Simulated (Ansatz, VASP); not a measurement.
Ti: VASP beside Ansatz

```
CELL_PARAMETERS angstrom
0.00000 1.94880 2.19240
1.94880 0.00000 2.19240
1.94880 1.94880 0.00000
ATOMIC_POSITIONS crystal
Ti 0.00000 0.00000 0.00000
```

Change from the starting cell: strain -0.040 along x and y, +0.080 along z, atoms carried along.

Alike in both runs: task single point; functional r2SCAN; k mesh 20 × 20 × 20; occupations gaussian, width 0.15 eV; no spin polarisation.

|  | VASP | Ansatz |
| --- | --- | --- |
| version | VASP 6.6.1 | Ansatz 0.2.0 |
| potentials or method | VASP PAW PBE potentials, release 64 (Ti_sv), cutoff 520 eV | scalar-relativistic, plane waves, PAW |
| valence electrons in the cell | 12 | 12 |

```tsv
	VASP	Ansatz	Ansatz less VASP
gap on the k mesh at the Fermi level (eV)	none	none	-
pressure (GPa)	5.0	4.6	-0.39
traceless stress, the component that is largest in VASP (GPa)	-2.26	-2.21	+0.049
```

VASP's potentials were made for PBE, not for r2SCAN. A gap of «none» marks a metal or a gap that the smearing closes.
